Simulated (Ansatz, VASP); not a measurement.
**AlGa3N4 in VASP and in Ansatz**

Contents of INCAR:

```
PREC     = Accurate       # precision mode
ENCUT    = 520            # plane-wave cutoff, eV
EDIFF    = 1E-6           # SCF threshold, eV
ISMEAR   = 0              # smearing method
SIGMA    = 0.05           # smearing width, eV
LREAL    = False          # projectors in reciprocal space
LASPH    = True           # aspherical terms in the spheres
NELM     = 100            # most SCF steps
ALGO     = Normal         # electronic algorithm
ISIF     = 2              # what is computed and relaxed
LWAVE    = False          # write WAVECAR
LCHARG   = False          # write CHGCAR
GGA      = CA             # functional
NBANDS   = 41             # bands
```

File KPOINTS:

```
Automatic mesh
0
Gamma
  6 6 6
```

File POSCAR:

```
AlGa3N4
1.0
    4.6066047006     -0.2046381979     -0.2046381979
   -0.2046381979      4.6066047006     -0.2046381979
   -0.2046381979     -0.2046381979      4.6066047006
Al Ga N
1 3 4
Direct
    0.0000000000      0.0000000000      0.0000000000
    0.5000000000      0.5000000000      0.0000000000
    0.5000000000      0.0000000000      0.5000000000
    0.0000000000      0.5000000000      0.5000000000
    0.7548078379      0.7548078379      0.2451921621
    0.7548078379      0.2451921621      0.7548078379
    0.2451921621      0.7548078379      0.7548078379
    0.2451921621      0.2451921621      0.2451921621
```

Input for Ansatz:

```yaml
crystal:
  lattice:
    - [4.6066047006, -0.2046381979, -0.2046381979]
    - [-0.2046381979, 4.6066047006, -0.2046381979]
    - [-0.2046381979, -0.2046381979, 4.6066047006]
  atoms:
    - { symbol: Al, position: [0.0, 0.0, 0.0] }
    - { symbol: Ga, position: [0.5, 0.5, 0.0] }
    - { symbol: Ga, position: [0.5, 0.0, 0.5] }
    - { symbol: Ga, position: [0.0, 0.5, 0.5] }
    - { symbol: "N", position: [0.7548078379, 0.7548078379, 0.2451921621] }
    - { symbol: "N", position: [0.7548078379, 0.2451921621, 0.7548078379] }
    - { symbol: "N", position: [0.2451921621, 0.7548078379, 0.7548078379] }
    - { symbol: "N", position: [0.2451921621, 0.2451921621, 0.2451921621] }
basis:
  ecutwfc: 520.0
kpoints:
  mp_grid: { grid: [6, 6, 6] }
hamiltonian:
  xc: lda
  pseudopotentials: { kind: paw, azcp: { folder: soft_1 } }
scf:
  occupations: { method: gaussian, width: 0.05 }
output:
  forces: true
  stress: true
  eigenvalues: true
```

Alike in both runs: task single point; functional LDA; k mesh 6 × 6 × 6; occupations gaussian, width 0.05 eV; no spin polarisation.

|  | VASP | Ansatz |
| --- | --- | --- |
| version | VASP 6.6.1 | Ansatz 0.2.0 |
| potentials or method | VASP PAW LDA potentials, release 64 (Al, Ga_d, N), cutoff 520 eV | scalar-relativistic, plane waves, PAW |
| valence electrons in the cell | 62 | 62 |

|  | VASP | Ansatz | Ansatz less VASP |
| --- | --- | --- | --- |
| gap on the k mesh at the Fermi level (eV) | 1.31 | 1.31 | 0.000 |
| least direct gap on the mesh (eV) | 1.31 | 1.31 | 0.000 |
| pressure (GPa) | -13.0 | -13.6 | -0.63 |
| traceless stress, the component that is largest in VASP (GPa) | 15.63 | 15.38 | -0.251 |
| rms of the force components (eV/Å) | 0.857 | 0.824 | -0.0330 |

Ansatz warns that its potentials were made for another functional, while VASP's fit it. LDA's correlation is that of Perdew and Zunger in VASP and of Perdew and Wang (1992) in Ansatz. Atom by atom the forces differ by 0.034 eV/Å (rms over components).
